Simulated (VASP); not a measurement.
# Ta3N: single point with PBEsol

Ta3N:

```
Ta N
1.0
     3.03222    0.00000    0.00000
    -1.51611    2.62598    0.00000
     0.00000    0.00000    7.52414
Ta N
3 1
Direct
  0.66667 0.33333 0.82607
  0.33333 0.66667 0.17393
  0.00000 0.00000 0.50000
  0.00000 0.00000 0.00000
```

* Program: VASP 6.6.1
* Task: single point
* Functional: PBEsol
* Potentials or basis: VASP PAW PBE potentials, release 64 (Ta_pv, N)
* Cutoff: 520 eV
* k mesh: 10 × 10 × 4
* Occupations: fermi-dirac, width 0.05 eV
* Spin: no spin polarisation

```json
{"Pressure": "-7.8 GPa", "Largest force": "0.342 eV/Å", "Band gap on the k mesh": "zero (band 19 reaches 6.88 eV, above the bottom of band 20 at 6.22 eV)"}
```

Forces in eV/Å, atoms in the order of the input:
```
Ta   0.000  0.000  0.342
Ta   0.000  0.000 -0.342
Ta   0.000  0.000  0.000
N    0.000  0.000  0.000
```

Stress tensor (GPa, compression positive):
```
-7.95  0.00  0.00
 0.00 -7.95  0.00
 0.00  0.00 -7.39
```

Levels at points of the mesh, in eV from the Fermi level:
| k point | band 16 | band 17 | band 18 | band 19 | band 20 | band 21 | band 22 | band 23 |
| --- | --- | --- | --- | --- | --- | --- | --- | --- |
| (0.00, 0.00, 0.00) | -1.37 | -0.49 | -0.49 | -0.32 | 0.26 | 0.26 | 0.95 | 1.85 |
| (0.50, 0.00, 0.00) | -3.11 | -1.16 | -0.51 | 0.19 | 0.68 | 0.89 | 3.49 | 4.01 |
| (0.00, 0.00, 0.50) | -1.24 | -1.14 | -0.27 | -0.27 | 0.53 | 0.53 | 1.23 | 1.27 |
| (0.50, 0.00, 0.50) | -2.90 | -1.31 | -1.24 | 0.16 | 0.94 | 1.24 | 2.40 | 4.39 |

It took 81 s on 1 thread of AMD EPYC 7R13 Processor (Zen 3), on a shared host, peak memory 0.18 GiB.

Caveat: the PAW data sets were made with another functional, which shifts forces and pressure a little; spin-orbit coupling is left out, which moves the levels of the heavy elements.
